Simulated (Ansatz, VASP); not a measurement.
This is a calculation of MnO for VASP 6.6.1.

The input POSCAR:

```
MnO
1.0
    2.6723886600      0.0000000000      0.0000000000
    0.0000000000      2.6723886600      0.0000000000
    0.0000000000      0.0000000000      2.6723886600
Mn O
1 1
Direct
    0.0000000000      0.0000000000      0.0000000000
    0.5000000000      0.5000000000      0.5000000000
```

Contents of INCAR.step1:

```
ALGO     = Normal         # electronic algorithm
EDIFF    = 1E-5           # SCF threshold, eV
ENCUT    = 520            # plane-wave cutoff, eV
GGA      = PE             # functional
ISIF     = 2              # what is computed and relaxed
ISMEAR   = -1             # smearing method
ISPIN    = 2              # spin polarisation
LASPH    = True           # aspherical terms in the spheres
LMAXMIX  = 4              # l up to which the mixer works
LORBIT   = 11             # projections on sites
LREAL    = False          # projectors in reciprocal space
LWAVE    = True           # write WAVECAR
MAGMOM   = 4 0            # initial moments
NBANDS   = 20             # bands
NELM     = 150            # most SCF steps
PREC     = Accurate       # precision mode
SIGMA    = 0.05           # smearing width, eV
```

The input INCAR.step2:

```
AEXX     = 0.25           # exact-exchange fraction
ALGO     = Normal         # electronic algorithm
EDIFF    = 1E-6           # SCF threshold, eV
ENCUT    = 520            # plane-wave cutoff, eV
GGA      = PE             # functional
HFSCREEN = 0.2            # screening, 1/A
ISIF     = 2              # what is computed and relaxed
ISMEAR   = -1             # smearing method
ISPIN    = 2              # spin polarisation
ISTART   = 1            
LASPH    = True           # aspherical terms in the spheres
LCHARG   = True           # write CHGCAR
LELF     = True           # ELF
LHFCALC  = True           # exact exchange
LMAXMIX  = 4              # l up to which the mixer works
LORBIT   = 11             # projections on sites
LREAL    = False          # projectors in reciprocal space
LVHAR    = True         
LWAVE    = False          # write WAVECAR
MAGMOM   = 4 0            # initial moments
NBANDS   = 20             # bands
NELM     = 150            # most SCF steps
PREC     = Accurate       # precision mode
PRECFOCK = Normal       
SIGMA    = 0.05           # smearing width, eV
```

File KPOINTS:

```
k-points
0
Gamma
  5 5 5
```

Potentials or basis: VASP PAW PBE potentials, release 64 (Mn_pv, O).

Command:

```sh
$ cat potpaw_PBE.64/Mn_pv/POTCAR potpaw_PBE.64/O/POTCAR > POTCAR
$ cp INCAR.step1 INCAR
$ mpirun -np 1 vasp_std > vasp.out
$ cp INCAR.step2 INCAR
$ mpirun -np 1 vasp_std > vasp.out
```

Q: Set up the same calculation for Ansatz 0.2.0. Potentials there: Ansatz PAW.

A: As run (the cutoff follows the program's own potentials):

Contents of input:

```
crystal:
  lattice:
    - [2.67238866, 0.0, 0.0]
    - [0.0, 2.67238866, 0.0]
    - [0.0, 0.0, 2.67238866]
  atoms:
    - { symbol: Mn, position: [0.0, 0.0, 0.0], spin: 4.0 }
    - { symbol: O, position: [0.5, 0.5, 0.5] }
hamiltonian:
  xc: { exchange: pbe, correlation: pbe, exx: { coeff: 0.25, omega: 0.2 } }
  pseudopotentials: { kind: paw }
magnetization:
  spin_polarized: true
kpoints:
  mp_grid: { grid: [5, 5, 5] }
scf:
  occupations: { method: fermi_dirac, width: 0.05 }
output:
  forces: true
  stress: true
  eigenvalues: true
```

Both were run:

|  | VASP | Ansatz | Ansatz less VASP |
| --- | --- | --- | --- |
| gap on the k mesh at the Fermi level (eV) | 2.08 | 2.08 | -0.001 |
| least direct gap on the mesh (eV) | 3.13 | 3.12 | -0.007 |
| pressure (GPa) | 16.9 | 16.2 | -0.67 |
| net moment per atom (μB) | 2.50 | 2.50 | +0.001 |
| size of the moment on the site where the two differ most (μB) | 4.58 | 4.36 | -0.218 |

VASP's potentials were made for PBE, not for PBE-based screened hybrid. Site moments also hang on the region over which each program counts them. With one functional, cell and mesh, what is left measures potentials, basis and numerics. VASP's potentials hold 19 valence electrons a cell and Ansatz's 21, so a difference there can come from the potentials and not from the codes.

The k mesh is coarse, so the values compare programs but aren't converged. Noted on Ansatz's run: the magnetic or orbital state may not be the lowest; odd divisions of the mesh miss points on the zone boundary, where band edges often lie, so the gap on the mesh can be too wide.
